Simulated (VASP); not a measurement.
Wanted: the native input for a VASP 6.6.1 run.

| Property | Result |
| --- | --- |
| Task | single point |
| Functional | PBE |
| Dispersion | D3(BJ) |
| Potentials or basis | VASP PAW PBE potentials, release 64 (B, N) |
| Cutoff | 520 eV |
| k mesh | 2 × 2 × 2, shifted |
| Occupations | gaussian, width 0.02 eV |
| Spin | collinear spin |
| Dipole correction | no |
| Further INCAR settings | LREAL = Auto; ALGO = Normal; EDIFF = 1e-06; NBANDS = 92 |

The structure of B16N17 (a cell with a defect) lies in POSCAR:

```
B16N17
1.0
   -5.0122276274      2.8938109699      3.2948837584
    0.0000000000     -5.7876219398      3.2948837584
    5.0122276274      2.8938109699      3.2948837584
B N
16 17
Direct
    0.2402083204      0.7411018303      0.9917685606
    0.4926196234      0.4928105989      0.9928935906
    0.7505910508      0.2506848123      1.0008809605
    0.9874479599      0.7380963185      0.2381001092
    0.9982798487      0.9979867619      0.9980972952
    0.2315906522      0.4830668906      0.2328168535
    0.4920087980      0.2430163770      0.2421655959
    0.7326928467      0.7328801296      0.4840165908
    0.7518555127      0.9995363114      0.2500742316
    0.9905697012      0.4908228172      0.4904731001
    0.2420663468      0.2442115113      0.4923129623
    0.5081781618      0.7605272528      0.7668868830
    0.5129000120      1.0243303259      0.5148211139
    0.7550281897      0.5025095986      0.7523234043
    1.0003615987      0.2499732166      0.7496046312
    0.2528254386      1.0047982175      0.7545963450
    0.5877109107      0.0887805635      0.3377446097
    0.8283663699      0.8281814445      0.3247767113
    0.0614154297      0.5622887899      0.3120650597
    0.3382590833      0.0915592202      0.5898264689
    0.3150021789      0.3140531109      0.3148581312
    0.6190866374      0.8748805564      0.6236662378
    0.8347929712      0.5797893809      0.5835172723
    0.0836681615      0.0838052543      0.8336748012
    0.0775827170      0.3272838623      0.5772970529
    0.3341099704      0.8361724805      0.8366168769
    0.5877897116      0.5874277579      0.8382059124
    0.8327560983      0.0829192655      0.0824575724
    0.8347932425      0.3340729255      0.8348257629
    0.0751835789      0.8254124101      0.0750387331
    0.3158855026      0.5660322560      0.0647805861
    0.5767766485      0.3269421140      0.0767540665
    0.4990608584      0.6962030299      0.4600867705
```

One way to write it, as run:

INCAR

```
ALGO = Normal
EDIFF = 1E-6
ENCUT = 520
GGA = PE
ISIF = 2
ISMEAR = 0
ISPIN = 2
IVDW = 12
LASPH = T
LCHARG = F
LORBIT = 11
LREAL = Auto
LWAVE = F
MAGMOM = 0 0 0 0 0 0 0 0 0 0 0 0 0 0 0 0 0 0 0 0 0 0 0 0 0 0 0 0 0 0 0 0 0.49
NBANDS = 92
NELM = 150
PREC = Accurate
SIGMA = 0.02
```

KPOINTS

```
Automatic mesh
0
Gamma
  2 2 2
  0.5 0.5 0.5
```

Potentials or basis: VASP PAW PBE potentials, release 64 (B, N).

The run is started by

```console
$ cat potpaw_PBE.64/B/POTCAR potpaw_PBE.64/N/POTCAR > POTCAR
$ mpirun -np 1 vasp_std > vasp.out
```

Results of the run:

```json
{
 "Pressure": "1.8 GPa",
 "Largest force": "0.283 eV/Å",
 "Band gap on the k mesh": "0.76 eV",
 "Net moment": "1.00 μB per cell",
 "Site moments": "B -0.00, +0.00, -0.01, +0.01; N +0.02, +0.01, +0.00, +0.04, +0.03, +0.51 μB",
 "Valence electrons inside the program's atomic spheres": "B 2.17, 2.14, 2.15, 2.18, 2.12; N 4.01, 4.03, 4.02, 3.90, 3.62",
 "Dispersion energy per atom": "-0.145 eV"
}
```

It took 5 min on 1 thread of Intel(R) Xeon(R) Platinum 8559C (Emerald Rapids) (shared host), peak memory 0.53 GiB.
